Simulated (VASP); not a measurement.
**Co: single point with PBE**

Co:

```xyz
2
Lattice="2.4874 0.0000 0.0000 -1.2437 2.1541 0.0000 0.0000 0.0000 4.0633" Properties=species:S:1:pos:R:3 pbc="T T T"
Co    1.2437    0.7180    1.0559
Co    0.0000    1.4361    3.0074
```

```json
{
  "Program": "VASP 6.6.1",
  "Task": "single point",
  "Functional": "PBE",
  "Potentials or basis": "VASP PAW PBE potentials, release 64 (Co)",
  "Cutoff": "520 eV",
  "k mesh": "15 × 15 × 8",
  "Occupations": "fermi-dirac, width 0.08 eV",
  "Spin": "collinear spin, ferromagnetic start",
  "Starting moments": "[1.96, 1.96] μB",
  "Fixed moment": "3.92 μB",
  "Dipole correction": "no",
  "Further INCAR settings": "ALGO = Normal; EDIFF = 1e-07; NBANDS = 20"
}
```

```yaml
Pressure: 6.7 GPa
Largest_force: 0.525 eV/Å
Net_moment: 3.92 μB per cell
Site_moments: Co +1.95 μB
Valence_electrons_inside_the_program's_atomic_spheres: Co 8.26
```

Forces in eV/Å, atoms in the order of the input:
```
Co   0.000  0.000 -0.525
Co   0.000  0.000  0.525
```

Stress tensor (GPa, compression positive):
```
6.38 0.00 0.00
0.00 6.38 0.00
0.00 0.00 7.40
```

It took 2.1 min on 1 thread of Intel(R) Xeon(R) Platinum 8488C (Sapphire Rapids), on a shared host, peak memory 0.22 GiB.

Caveat: the cell stands under pressure; the total moment is fixed, so each spin has its own Fermi level and the state may be an excited one.
